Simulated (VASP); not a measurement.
Input of a VASP 6.6.1 run:

The input INCAR:

```
SYSTEM = Mg27SbS26
PREC = Accurate
ENCUT = 520
EDIFF = 1E-6
ISMEAR = -1
SIGMA = 0.01
LREAL = Auto
LASPH = .TRUE.
NELM = 80
ALGO = Normal
ISIF = 2
LWAVE = .FALSE.
LCHARG = .TRUE.
GGA = PE
LELF = .TRUE.
LVHAR = .TRUE.
NELECT = 216.0
NBANDS = 140
LUSENCCL = .FALSE.
```

File KPOINTS:

```
Automatic mesh
0
G
  2 2 2
  0 0 0
```

The input POSCAR:

```
Mg27SbS26
1.0
    0.0000000000      7.8131926668      7.8131926668
    7.8131926668      0.0000000000      7.8131926668
    7.8131926668      7.8131926668      0.0000000000
Mg Sb S
27 1 26
Direct
    0.0007349486      0.0007349486      0.0007349486
   -0.0053532966     -0.0053532966      0.3386866299
    0.0007349486      0.0007349486      0.6644618210
   -0.0053532966      0.3386866299     -0.0053532966
   -0.0053532966      0.3386866299      0.3386866299
    0.0020190780      0.3313142553      0.6666666667
    0.0007349486      0.6644618210      0.0007349486
    0.0020190780      0.6666666667      0.3313142553
    0.0020190780      0.6666666667      0.6666666667
    0.3386866299     -0.0053532966     -0.0053532966
    0.3386866299     -0.0053532966      0.3386866299
    0.3313142553      0.0020190780      0.6666666667
    0.3386866299      0.3386866299     -0.0053532966
    0.3325983848      0.3325983848      0.3325983848
    0.3325983848      0.3325983848      0.6688715124
    0.3313142553      0.6666666667      0.0020190780
    0.3325983848      0.6688715124      0.3325983848
    0.3313142553      0.6666666667      0.6666666667
    0.6644618210      0.0007349486      0.0007349486
    0.6666666667      0.0020190780      0.3313142553
    0.6666666667      0.0020190780      0.6666666667
    0.6666666667      0.3313142553      0.0020190780
    0.6688715124      0.3325983848      0.3325983848
    0.6666666667      0.3313142553      0.6666666667
    0.6666666667      0.6666666667      0.0020190780
    0.6666666667      0.6666666667      0.3313142553
    0.6666666667      0.6666666667      0.6666666667
    0.1666666667      0.1666666667      0.1666666667
    0.1666666667      0.1666666667      0.5048036807
    0.1666666667      0.1666666667      0.8285296527
    0.1666666667      0.5048036807      0.1666666667
    0.1669968411      0.4998899419      0.4998899419
    0.1666666667      0.5048036807      0.8285296527
    0.1666666667      0.8285296527      0.1666666667
    0.1666666667      0.8285296527      0.5048036807
    0.1663364923      0.8334433915      0.8334433915
    0.5048036807      0.1666666667      0.1666666667
    0.4998899419      0.1669968411      0.4998899419
    0.5048036807      0.1666666667      0.8285296527
    0.4998899419      0.4998899419      0.1669968411
    0.4998899419      0.4998899419      0.4998899419
    0.5013893037      0.5013893037      0.8319440296
    0.5048036807      0.8285296527      0.1666666667
    0.5013893037      0.8319440296      0.5013893037
    0.5013893037      0.8319440296      0.8319440296
    0.8285296527      0.1666666667      0.1666666667
    0.8285296527      0.1666666667      0.5048036807
    0.8334433915      0.1663364923      0.8334433915
    0.8285296527      0.5048036807      0.1666666667
    0.8319440296      0.5013893037      0.5013893037
    0.8319440296      0.5013893037      0.8319440296
    0.8334433915      0.8334433915      0.1663364923
    0.8319440296      0.8319440296      0.5013893037
    0.8334433915      0.8334433915      0.8334433915
```

Potentials or basis: VASP PAW PBE potentials, release 64 (Mg, Sb, S).

The run is started by

```console
$ cat potpaw_PBE.64/Mg/POTCAR potpaw_PBE.64/Sb/POTCAR potpaw_PBE.64/S/POTCAR > POTCAR
$ mpirun -np 1 vasp_std > vasp.out
```

Problem. Estimate the largest force.

Solution. 0.044 eV/Å.

Forces in eV/Å, atoms in the order of the input:
```
Mg  -0.006 -0.006 -0.006
Mg   0.000  0.000 -0.044
Mg   0.006  0.006 -0.006
Mg   0.000 -0.044  0.000
Mg   0.044  0.000  0.000
Mg  -0.009  0.009  0.000
Mg   0.006 -0.006  0.006
Mg  -0.009  0.000  0.009
Mg   0.000  0.009  0.009
Mg  -0.044  0.000  0.000
Mg   0.000  0.044  0.000
Mg   0.009 -0.009  0.000
Mg   0.000  0.000  0.044
Mg   0.006  0.006  0.006
Mg  -0.006 -0.006  0.006
Mg   0.009  0.000 -0.009
Mg  -0.006  0.006 -0.006
Mg   0.000 -0.009 -0.009
Mg  -0.006  0.006  0.006
Mg   0.000 -0.009  0.009
Mg   0.009  0.000  0.009
Mg   0.000  0.009 -0.009
Mg   0.006 -0.006 -0.006
Mg  -0.009  0.000 -0.009
Mg   0.009  0.009  0.000
Mg  -0.009 -0.009  0.000
Mg   0.000  0.000  0.000
Sb   0.000  0.000  0.000
S    0.001  0.001  0.000
S   -0.001 -0.001  0.000
S    0.001  0.000  0.001
S    0.001 -0.001 -0.001
S    0.000 -0.001  0.001
S   -0.001  0.000 -0.001
S    0.000  0.001 -0.001
S   -0.001  0.001  0.001
S    0.000  0.001  0.001
S   -0.001  0.001 -0.001
S   -0.001  0.000  0.001
S   -0.001 -0.001  0.001
S    0.001  0.001  0.001
S    0.000  0.000 -0.011
S   -0.001  0.001  0.000
S    0.000 -0.011  0.000
S    0.011  0.000  0.000
S    0.000 -0.001 -0.001
S    0.001  0.000 -0.001
S    0.001 -0.001  0.001
S    0.001 -0.001  0.000
S   -0.011  0.000  0.000
S    0.000  0.011  0.000
S    0.001  0.001 -0.001
S    0.000  0.000  0.011
S   -0.001 -0.001 -0.001
```

Caveat: the cell carries a net charge on a neutralising background, which shifts energy and pressure.
